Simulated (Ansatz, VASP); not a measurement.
**Two plane-wave programs on Mn3Cu**

```
Mn Cu
1.0
     3.48239    0.00000    0.00000
     0.00000    3.48239    0.00000
     0.00000    0.00000    3.48239
Mn Cu
3 1
Cartesian
  0.0000 1.7412 1.7412
  1.7412 0.0000 1.7412
  1.7412 1.7412 0.0000
  0.0000 0.0000 0.0000
```

Alike in both runs: task relaxation of cell and atoms; functional PBEsol; k mesh 12 × 12 × 12; occupations gaussian, width 0.1 eV; collinear spin.

|  | VASP | Ansatz |
| --- | --- | --- |
| version | VASP 6.6.1 | Ansatz 0.2.0 |
| potentials or method | VASP PAW PBE potentials, release 64 (Mn_pv, Cu), cutoff 600 eV | scalar-relativistic, plane waves, PAW |
| valence electrons in the cell | 50 | 64 |

VASP gave:

```
gap on the k mesh at the Fermi level, each at its own relaxed structure (eV) : none
net moment per atom (μB)                                                     : 0.33
size of the moment on the site where the two differ most (μB)                : 0.44
relaxed volume (Å³/atom)                                                     : 10.57
relaxed cell length with the largest relative difference (Å)                 : 3.484
```

Which values does Ansatz return?

gap on the k mesh at the Fermi level, each at its own relaxed structure (eV): none; net moment per atom (μB): 0.30; size of the moment on the site where the two differ most (μB): 0.40; relaxed volume (Å³/atom): 10.56; relaxed cell length with the largest relative difference (Å): 3.482.

VASP's potentials were made for PBE, not for PBEsol. Site moments also hang on the region over which each program counts them. A gap of «none» marks a metal or a gap that the smearing closes. VASP's potentials hold 50 valence electrons a cell and Ansatz's 64, so a difference there can come from the potentials and not from the codes.
